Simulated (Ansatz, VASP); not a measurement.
**HfSi7: VASP beside Ansatz**

The input INCAR:

```
SYSTEM = HfSi7
  PREC = Accurate
  ENCUT = 600
  EDIFF = 1E-7
  ISMEAR = 0
  SIGMA = 0.1
  LREAL = .FALSE.
  LASPH = .TRUE.
  NELM = 100
  ALGO = Normal
  ISIF = 3
  LWAVE = .FALSE.
  LCHARG = .FALSE.
  GGA = PS
  IBRION = 2
  NSW = 100
  EDIFFG = -0.05
```

KPOINTS

```
regular mesh
0
G
  4 4 4
  0 0 0
```

File POSCAR:

```
HfSi7
1.0
    5.7334857981      0.0000000000      0.0000000000
    0.0000000000      5.7334857981      0.0000000000
    0.0000000000      0.0000000000      5.7334857981
Hf Si
1 7
Direct
    0.0000000000      0.0000000000      0.0000000000
    0.2526152100      0.2526152100      0.2526152100
    0.0000000000      0.5000000000      0.5000000000
    0.5000000000      0.5000000000      0.0000000000
    0.5000000000      0.0000000000      0.5000000000
    0.7473847900      0.2526152100      0.7473847900
    0.7473847900      0.7473847900      0.2526152100
    0.2526152100      0.7473847900      0.7473847900
```

Input for Ansatz:

```yaml
crystal:
  lattice:
    - [5.7334857981, 0.0, 0.0]
    - [0.0, 5.7334857981, 0.0]
    - [0.0, 0.0, 5.7334857981]
  atoms:
    - { symbol: Hf, position: [0.0, 0.0, 0.0] }
    - { symbol: Si, position: [0.25261521, 0.25261521, 0.25261521] }
    - { symbol: Si, position: [0.0, 0.5, 0.5] }
    - { symbol: Si, position: [0.5, 0.5, 0.0] }
    - { symbol: Si, position: [0.5, 0.0, 0.5] }
    - { symbol: Si, position: [0.74738479, 0.25261521, 0.74738479] }
    - { symbol: Si, position: [0.74738479, 0.74738479, 0.25261521] }
    - { symbol: Si, position: [0.25261521, 0.74738479, 0.74738479] }
basis:
  ecutwfc: 420
kpoints:
  mp_grid: { grid: [4, 4, 4] }
hamiltonian:
  xc: pbesol
scf:
  occupations: { method: gaussian, width: 0.1 }
output:
  forces: true
  stress: true
  eigenvalues: true
relax:
  adjacent_minimum: "off"
  f_tol: 0.05
  max_steps: 80
  cell: { stress_tol: 0.5 }
```

Alike in both runs: task relaxation of cell and atoms; functional PBEsol; k mesh 4 × 4 × 4; occupations gaussian, width 0.1 eV; no spin polarisation.

```csv
,VASP,Ansatz
version,VASP 6.6.1,Ansatz 0.2.0
potentials or method,"VASP PAW PBE potentials, release 64 (Hf_pv, Si), cutoff 600 eV","scalar-relativistic, plane waves, PAW"
valence electrons in the cell,38,54
```

Ansatz gave:

| Quantity | Value |
| --- | --- |
| gap on the k mesh at the Fermi level, each at its own relaxed structure (eV) | none |
| relaxed volume (Å³/atom) | 21.87 |
| relaxed cell length with the largest relative difference (Å) | 5.593 |

**Question.** Estimate VASP's values.

**Answer.** gap on the k mesh at the Fermi level, each at its own relaxed structure (eV): none; relaxed volume (Å³/atom): 21.92; relaxed cell length with the largest relative difference (Å): 5.597.

VASP's potentials were made for PBE, not for PBEsol. A gap of «none» marks a metal or a gap that the smearing closes. VASP's potentials hold 38 valence electrons a cell and Ansatz's 54, so a difference there can come from the potentials and not from the codes.

Spin-orbit coupling is off throughout.
